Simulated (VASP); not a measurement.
Wanted: the native input for a VASP 6.6.1 run.

| Quantity | Value |
| --- | --- |
| Task | single point |
| Functional | PBE |
| Dispersion | D3(BJ) |
| Potentials or basis | VASP PAW PBE potentials, release 64 (C, O) |
| Cutoff | 520 eV |
| k mesh | 12 × 12 × 1 |
| Occupations | gaussian, width 0.1 eV |
| Spin | no spin polarisation |
| Dipole correction | yes |
| Further INCAR settings | ALGO = Fast; EDIFF = 1e-06; NBANDS = 29 |

The structure of C8O lies in POSCAR:

```
C8O
1.0
    2.4655379958      0.0000000000      0.0000000000
   -1.2327689979      2.1341461202      0.0000000000
    0.0000000000      0.0000000000     29.1985170553
C O
8 1
Direct
    0.0833101793      0.1666203587      0.2911106747
    0.4166898206      0.8333796413      0.2911106747
    0.5833101794      0.1666203587      0.4075389574
    0.9166898206      0.8333796413      0.4075389574
    0.0833950678      0.1667372843      0.5241317223
    0.4166049322      0.8332627157      0.5241317223
    0.5852959651      0.1646195152      0.6389732352
    0.9147040349      0.8353804848      0.6389732352
    0.7500000000      1.0000000000      0.6816065203
```

These files were run (other wordings do the same):

INCAR

```
SYSTEM = C8O
  PREC = Accurate
  ENCUT = 520
  EDIFF = 1E-6
  ISMEAR = 0
  SIGMA = 0.1
  LREAL = .FALSE.
  LASPH = .TRUE.
  NELM = 60
  ALGO = Fast
  ISIF = 2
  LWAVE = .FALSE.
  LCHARG = .TRUE.
  LDIPOL = .TRUE.
  IDIPOL = 3
  DIPOL = 0.5 0.5 0.489
  GGA = PE
  IVDW = 12
  LELF = .TRUE.
  LVHAR = .TRUE.
  LVACPOTAV = .TRUE.
  NBANDS = 29
```

KPOINTS

```
regular mesh
0
G
  12 12 1
  0 0 0
```

Potentials or basis: VASP PAW PBE potentials, release 64 (C, O).

The run is started by

```console
$ cat potpaw_PBE.64/C/POTCAR potpaw_PBE.64/O/POTCAR > POTCAR
$ mpirun -np 1 vasp_std > vasp.out
```

It gave:

The largest force is 0.419 eV/Å and the band gap on the k mesh is zero (bands 19 and 20 overlap by 0.08 eV). The dispersion energy per atom is -0.130 eV.

It took 13 min on 1 thread of Oxide Virtual Turin-like Processor, on a shared host, peak memory 0.38 GiB.
